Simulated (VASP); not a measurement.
# Ge (Cmmm) in VASP: further runs, part 2 of 2

VASP 6.6.1. Earlier steps stand in the parts before.

### 3 Single point, r2SCAN (strain +0.025 along x and y, -0.025 along z)

POSCAR

```
Ge
1.0
    1.4320777250     -2.6655289000      0.0000000000
    1.4320777250      2.6655289000      0.0000000000
    0.0000000000      0.0000000000      2.6307752250
Ge
1
Direct
    0.5000000000      0.5000000000      0.0000000000
```

INCAR.step1

```
PREC     = Accurate       # precision mode
ENCUT    = 550            # plane-wave cutoff, eV
ISMEAR   = 0              # smearing method
SIGMA    = 0.15           # smearing width, eV
LREAL    = False          # projectors in reciprocal space
LASPH    = True           # aspherical terms in the spheres
NELM     = 120            # most SCF steps
NBANDS   = 13             # bands
GGA      = PE             # functional
ALGO     = Normal         # electronic algorithm
EDIFF    = 1E-5           # SCF threshold, eV
LWAVE    = True           # write WAVECAR
LCHARG   = False          # write CHGCAR
GGA_COMPAT= False
```

INCAR.step2

```
PREC     = Accurate       # precision mode
ENCUT    = 550            # plane-wave cutoff, eV
EDIFF    = 1E-6           # SCF threshold, eV
ISMEAR   = 0              # smearing method
SIGMA    = 0.15           # smearing width, eV
LREAL    = False          # projectors in reciprocal space
LASPH    = True           # aspherical terms in the spheres
NELM     = 120            # most SCF steps
ALGO     = Normal         # electronic algorithm
ISIF     = 2              # what is computed and relaxed
LWAVE    = False          # write WAVECAR
LCHARG   = False          # write CHGCAR
METAGGA  = R2SCAN         # meta-GGA
LMIXTAU  = True         
NBANDS   = 13             # bands
ISTART   = 1            
GGA_COMPAT= False
```

KPOINTS

```
regular mesh
0
Gamma
  20 20 18
```

Potentials or basis: VASP PAW PBE potentials, release 64 (Ge_d).

Command:

```bash
$ cat potpaw_PBE.64/Ge_d/POTCAR > POTCAR
$ cp INCAR.step1 INCAR
$ mpirun -np 1 vasp_std > vasp.out
$ cp INCAR.step2 INCAR
$ mpirun -np 1 vasp_std > vasp.out
```

OUTCAR:

```text
PREC = Accurate
   ENCUT = 550
   EDIFF = 1E-6
   ISMEAR = 0
   LREAL = False
   LASPH = True
   NELM = 120
   ISIF = 2
   METAGGA = R2SCAN
   ISTART = 1

 ion  position               nearest neighbor table
   1  0.500  0.500  0.000-

  LATTYP: Found a base centered orthorhombic cell.
 ALAT       =     2.8641554500
 B/A-ratio  =     1.8613018368
 C/A-ratio  =     0.9185169139

  Lattice vectors:

 A1 = (   1.4320777250,  -2.6655289000,   0.0000000000)
 A2 = (   1.4320777250,   2.6655289000,   0.0000000000)
 A3 = (   0.0000000000,   0.0000000000,   2.6307752250)

Analysis of symmetry for initial positions (statically):
=====================================================================
 Subroutine PRICEL returns:
 Original cell was already a primitive cell.

 Routine SETGRP: Setting up the symmetry group for a
 base centered orthorhombic supercell.

 Subroutine GETGRP returns: Found  8 space group operations
 (whereof  8 operations were pure point group operations)
 out of a pool of  8 trial point group operations.

The static configuration has the point symmetry D_2h.

Analysis of symmetry for dynamics (positions and initial velocities):
=====================================================================
 Subroutine PRICEL returns:
 Original cell was already a primitive cell.

 Routine SETGRP: Setting up the symmetry group for a
 base centered orthorhombic supercell.

 Subroutine GETGRP returns: Found  8 space group operations
 (whereof  8 operations were pure point group operations)
 out of a pool of  8 trial point group operations.

The dynamic configuration has the point symmetry D_2h.

 Subroutine INISYM returns: Found  8 space group operations
 (whereof  8 operations are pure point group operations),
 and found     1 'primitive' translations

----------------------------------------------------------------------------------------

                                     Primitive cell

  volume of cell :      20.0846

  direct lattice vectors                    reciprocal lattice vectors
     1.432077725 -2.665528900  0.000000000     0.349143061 -0.187580033  0.000000000
     1.432077725  2.665528900  0.000000000     0.349143061  0.187580033  0.000000000
[... 114 lines left out ...]
 non-spin polarized calculation
 Gauss-broadening in eV      SIGMA  =   0.15
  energy-cutoff  :      550.00
  volume of cell :       20.08
 maximum number of plane-waves:       603
   NGX = 11   NGY = 11   NGZ = 11

 number of electron      14.0000000 magnetization

 Free energy of the ion-electron system (eV)
  ---------------------------------------------------
  ext. energy  EPLUGINS =         0.00000000
  ---------------------------------------------------
  free energy    TOTEN  =       -13.45253059 eV

  energy without entropy =      -13.44743183  energy(sigma->0) =      -13.44998121

 E-fermi :   5.8736     XC(G=0): -11.9384

 val. band max:        5.8644607853   @ k =   0.4000   0.2500   0.3333
 cond. band min:       5.8764348779   @ k =   0.3000   0.2000   0.4444
 fundamental gap:      0.0119740927
 Fermi energy:         5.8735878745

 k-point     1 :       0.0000    0.0000    0.0000
  band No.  band energies     occupation
      1     -19.6595      2.00000
      2     -19.5634      2.00000
      3     -19.5189      2.00000
      4     -19.4074      2.00000
      5     -19.3897      2.00000
      6      -7.4538      2.00000
      7      12.4324      0.00000
      8      13.8860      0.00000
      9      14.0706      0.00000
     10      16.7347      0.00000
     11      18.6524      0.00000
     12      20.8316      0.00000
     13      21.3599      0.00000
[... 354 lines left out ...]
  band No.  band energies     occupation
      1     -19.6286      2.00000
      2     -19.5407      2.00000
      3     -19.4713      2.00000
      4     -19.4247      2.00000
      5     -19.4099      2.00000
      6      -4.9627      2.00000
      7       4.2592      2.00000
      8       8.8535      0.00000
      9      14.9410      0.00000
     10      16.2813      0.00000
     11      21.0080      0.00000
     12      27.1723      0.00000
     13      27.4921      0.00000

 [... further k-points ...]

------------------------ aborting loop because EDIFF is reached ----------------------------------------

  FORCE on cell =-STRESS in cart. coord.  units (eV):
  Direction    XX          YY          ZZ          XY          YZ          ZX
  --------------------------------------------------------------------------------------
  -------------------------------------------------------------------------------------
  Total       -0.7943807     -0.8829482      0.0787576      0.0000000      0.0000000      0.0000000
  in kB      -63.3688088    -70.4339533      6.2825977      0.0000000      0.0000000      0.0000000
  external PRESSURE =     -42.5067215 kB  Pullay stress =       0.0000000 kB

 VOLUME and BASIS-vectors are now :
 -----------------------------------------------------------------------------
  energy-cutoff  :      550.00
  volume of cell :       20.08
      direct lattice vectors                 reciprocal lattice vectors
     1.432077725 -2.665528900  0.000000000     0.349143061 -0.187580033  0.000000000
     1.432077725  2.665528900  0.000000000     0.349143061  0.187580033  0.000000000
     0.000000000  0.000000000  2.630775225     0.000000000  0.000000000  0.380116093

 POSITION                                       TOTAL-FORCE (eV/Angst)
 -----------------------------------------------------------------------------------
      1.43208      0.00000      0.00000         0.000000      0.000000      0.000000
 -----------------------------------------------------------------------------------
    total drift:                               -0.000000     -0.000000     -0.000000

  FREE ENERGIE OF THE ION-ELECTRON SYSTEM (eV)
  ---------------------------------------------------
  free  energy   TOTEN  =       -13.4525305907 eV

  energy  without entropy=      -13.4474318322  energy(sigma->0) =      -13.44998121
```

Run time: 9.4 min. Hardware: 1 thread of Intel Xeon Platinum 8259CL at 2.50GHz (Skylake/Cascade Lake), shared host; peak memory 0.38 GiB.

Results:

| Item | Value |
| --- | --- |
| Free energy | -13.4525 eV |
| Pressure | -4.3 GPa |
| Band gap on the k mesh | zero (bands 7 and 8 overlap by 9.67 eV) |

Levels at points of the mesh, in eV from the Fermi level:
```tsv
k point	band 3	band 4	band 5	band 6	band 7	band 8	band 9	band 10	band 11	band 12
(0.00, 0.00, 0.00)	-25.39	-25.28	-25.26	-13.33	6.56	8.01	8.20	10.86	12.78	14.96
(0.50, 0.00, 0.00)	-25.31	-25.31	-25.29	-8.49	-5.47	3.03	7.40	11.88	18.09	18.57
(0.50, 0.50, 0.00)	-25.32	-25.31	-25.27	-9.33	-5.66	4.78	9.01	11.22	17.36	18.31
(0.00, 0.00, 0.50)	-25.37	-25.35	-25.27	-8.91	-5.79	9.98	11.44	16.35	16.41	17.05
(0.50, 0.00, 0.50)	-25.39	-25.30	-25.18	-3.53	-2.11	-1.98	4.19	6.45	12.03	13.22
(0.50, 0.50, 0.50)	-25.36	-25.31	-25.20	-4.50	-2.71	-2.11	3.86	8.21	13.81	15.00
```

Caveat: the cell differs from its parent crystal (strain +0.025 along x and y, -0.025 along z); the cell stands under tension; the PAW data sets were made with another functional, which shifts forces and pressure a little.

### 4 Single point, r2SCAN (strain -0.025 along x and y, -0.050 along z)

POSCAR

```
Ge
1.0
    1.3622202750     -2.5355031000      0.0000000000
    1.3622202750      2.5355031000      0.0000000000
    0.0000000000      0.0000000000      2.5633194500
Ge
1
Direct
    0.5000000000      0.5000000000      0.0000000000
```

INCAR.step1

```
SYSTEM = Ge
  ALGO = Normal
  EDIFF = 1E-5
  ENCUT = 550
  GGA = PE
  GGA_COMPAT = .FALSE.
  ISMEAR = 0
  LASPH = .TRUE.
  LCHARG = .FALSE.
  LREAL = .FALSE.
  LWAVE = .TRUE.
  NBANDS = 13
  NELM = 120
  PREC = Accurate
  SIGMA = 0.15
```

INCAR.step2

```
SYSTEM = Ge
  ALGO = Normal
  EDIFF = 1E-6
  ENCUT = 550
  GGA_COMPAT = .FALSE.
  ISIF = 2
  ISMEAR = 0
  ISTART = 1
  LASPH = .TRUE.
  LCHARG = .FALSE.
  LMIXTAU = .TRUE.
  LREAL = .FALSE.
  LWAVE = .FALSE.
  METAGGA = R2SCAN
  NBANDS = 13
  NELM = 120
  PREC = Accurate
  SIGMA = 0.15
```

KPOINTS

```
k-points
0
G
  20 20 18
  0 0 0
```

Command:

```bash
$ cat potpaw_PBE.64/Ge_d/POTCAR > POTCAR
$ cp INCAR.step1 INCAR
$ mpirun -np 1 vasp_std > vasp.out
$ cp INCAR.step2 INCAR
$ mpirun -np 1 vasp_std > vasp.out
```

Run time: 12 min. Hardware: 1 thread of Intel Xeon 8259CL, shared host; peak memory 0.35 GiB.

It converged, with:

| Quantity | Value |
| --- | --- |
| Free energy | -13.4686 eV |
| Pressure | 4.8 GPa |
| Band gap on the k mesh | zero (bands 7 and 8 overlap by 11.36 eV) |

Stress tensor (GPa, compression positive):
```
4.03 0.00 0.00
0.00 1.62 0.00
0.00 0.00 8.64
```

Levels at points of the mesh, in eV from the Fermi level:
```
           k point  band 3  band 4  band 5  band 6  band 7  band 8  band 9  band 10  band 11  band 12
(0.00, 0.00, 0.00)  -25.49  -25.34  -25.32  -14.45    7.79    8.30    9.51    11.28    13.64    16.11
(0.50, 0.00, 0.00)  -25.39  -25.36  -25.35   -8.59   -6.30    3.55    7.90    12.89    18.92    19.17
(0.50, 0.50, 0.00)  -25.39  -25.37  -25.33   -9.58   -6.54    5.56    9.71    12.10    18.51    18.62
(0.00, 0.00, 0.50)  -25.45  -25.43  -25.36   -9.65   -6.67   11.62   13.38    17.58    17.73    18.49
(0.50, 0.00, 0.50)  -25.47  -25.35  -25.22   -3.12   -2.59   -2.25    3.88     7.29    12.99    14.08
(0.50, 0.50, 0.50)  -25.44  -25.36  -25.24   -4.25   -2.96   -2.78    3.49     9.33    15.04    16.07
```

Caveat: the cell differs from its parent crystal (strain -0.025 along x and y, -0.050 along z); the cell stands under pressure; the PAW data sets were made with another functional, which shifts forces and pressure a little.

### 5 Single point, r2SCAN (strain -0.025 along x and y, -0.025 along z)

POSCAR, as its differences from that of step 4:

```diff
@@ -4,3 +4,3 @@
     1.3622202750      2.5355031000      0.0000000000
-    0.0000000000      0.0000000000      2.5633194500
+    0.0000000000      0.0000000000      2.6307752250
 Ge
```

INCAR.step1

```
PREC = Accurate
ENCUT = 550
ISMEAR = 0
SIGMA = 0.15
LREAL = False
LASPH = True
NELM = 120
NBANDS = 13
GGA = PE
ALGO = Normal
EDIFF = 1E-5
LWAVE = True
LCHARG = False
GGA_COMPAT = False
```

INCAR.step2

```
PREC = Accurate
ENCUT = 550
EDIFF = 1E-6
ISMEAR = 0
SIGMA = 0.15
LREAL = False
LASPH = True
NELM = 120
ALGO = Normal
ISIF = 2
LWAVE = False
LCHARG = False
METAGGA = R2SCAN
LMIXTAU = True
NBANDS = 13
ISTART = 1
GGA_COMPAT = False
```

KPOINTS

```
regular mesh
0
Gamma
  20 20 18
```

Command:

```bash
$ cat potpaw_PBE.64/Ge_d/POTCAR > POTCAR
$ cp INCAR.step1 INCAR
$ mpirun -np 1 vasp_std > vasp.out
$ cp INCAR.step2 INCAR
$ mpirun -np 1 vasp_std > vasp.out
```

It took 10 min on 1 thread of Intel Xeon 8259CL, shared host; peak memory 0.36 GiB.

It converged, with:

```
Free energy            : -13.4841 eV
Pressure               : 2.3 GPa
Band gap on the k mesh : zero (bands 7 and 8 overlap by 10.96 eV)
```

Stress tensor (GPa, compression positive):
```
3.61 0.00 0.00
0.00 1.25 0.00
0.00 0.00 1.97
```

Levels at points of the mesh, in eV from the Fermi level:
```tsv
k point	band 5	band 6	band 7	band 8	band 9	band 10
(0.00, 0.00, 0.00)	-25.29	-14.20	7.38	8.04	9.77	10.85
(0.50, 0.00, 0.00)	-25.32	-8.31	-6.09	3.78	8.10	11.97
(0.50, 0.50, 0.00)	-25.31	-9.30	-6.34	5.79	9.91	11.18
(0.00, 0.00, 0.50)	-25.35	-9.87	-6.48	11.47	13.22	17.41
(0.50, 0.00, 0.50)	-25.21	-3.37	-2.74	-1.98	3.93	7.13
(0.50, 0.50, 0.50)	-25.23	-4.50	-2.93	-2.71	3.53	9.18
```

Caveat: the cell differs from its parent crystal (strain -0.025 along x and y, -0.025 along z); the PAW data sets were made with another functional, which shifts forces and pressure a little.

### 6 Summary

```tsv
cell	gap on the mesh (eV)	pressure (GPa)
a = 2.878, b = 2.878, c = 2.833 Å, angles 90.0, 90.0, 123.5°, 1 atom	none	-2.4
a = 3.026, b = 3.026, c = 2.631 Å, angles 90.0, 90.0, 123.5°, 1 atom	none	-4.3
a = 2.878, b = 2.878, c = 2.563 Å, angles 90.0, 90.0, 123.5°, 1 atom	none	4.8
a = 2.878, b = 2.878, c = 2.631 Å, angles 90.0, 90.0, 123.5°, 1 atom	none	2.3
```

Alike in all rows: task single point; level r2SCAN; potentials or basis VASP PAW PBE potentials, release 64 (Ge_d); no spin polarisation; k mesh 20 × 20 × 18; cutoff (eV) 550; smearing gaussian 0.15 eV.

Caveats: the PAW data sets were made with another functional, which shifts forces and pressure a little; the cell stands under tension (at least some runs); the cell stands under pressure (at least some runs).

Absolute energies hang on the potentials; compare differences alone.
